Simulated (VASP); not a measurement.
Set up this calculation in VASP 6.6.1, as the native input.

| Property | Result |
| --- | --- |
| Task | single point |
| Functional | PBE |
| Potentials or basis | VASP PAW PBE potentials, release 64 (Mg, Cd, Te) |
| Cutoff | 520 eV |
| k mesh | 4 × 4 × 2 |
| Occupations | gaussian, width 0.2 eV |
| Spin | no spin polarisation |
| Dipole correction | no |
| Further INCAR settings | ALGO = Fast; EDIFF = 1e-06; NBANDS = 34 |

The structure of Mg3Cd2Te3 lies in POSCAR:

```
Mg3Cd2Te3
1.0
    6.2010373223      0.0000000036      0.0000000000
   -3.1005186643      5.3702558492      0.0000000000
    0.0000000000      0.0000000000      8.6842915304
Mg Cd Te
3 2 3
Direct
    0.0000000000      0.0000000000      0.5000000000
    0.0000000000      0.0000000000      0.8331759861
    0.0000000000      0.0000000000      0.1668240139
    0.3333333333      0.6666666667      0.0000000000
    0.6666666667      0.3333333333      0.0000000000
    0.5000000000      0.0000000000      0.5000000000
    0.0000000000      0.5000000000      0.5000000000
    0.5000000000      0.5000000000      0.5000000000
```

The cell was built from a structure type or drawn by symmetry, and may not be a known phase.

One way to write it, as run:

INCAR

```
PREC = Accurate
ENCUT = 520
EDIFF = 1E-6
ISMEAR = 0
SIGMA = 0.2
LREAL = F
LASPH = T
NELM = 60
ALGO = Fast
ISIF = 2
LWAVE = F
LCHARG = T
GGA = PE
LELF = T
LVHAR = T
NBANDS = 34
```

KPOINTS

```
Automatic mesh
0
Gamma
  4 4 2
```

Potentials or basis: VASP PAW PBE potentials, release 64 (Mg, Cd, Te).

Launch:

```bash
$ cat potpaw_PBE.64/Mg/POTCAR potpaw_PBE.64/Cd/POTCAR potpaw_PBE.64/Te/POTCAR > POTCAR
$ mpirun -np 1 vasp_std > vasp.out
```

Results of the run:

- Pressure: -0.1 GPa
- Largest force: 0.035 eV/Å
- Band gap on the k mesh: zero (bands 24 and 25 overlap by 0.57 eV)

Caveat: the k points lie up to 0.36 Å⁻¹ apart, too coarse for converged energies and pressures of a metal; semilocal functionals underestimate gaps, so a narrow gap can read as zero; spin-orbit coupling is left out, which moves the levels of the heavy elements.

Run time: 3.7 min on 1 thread of Intel Xeon 8259CL (shared host), peak memory 0.44 GiB.
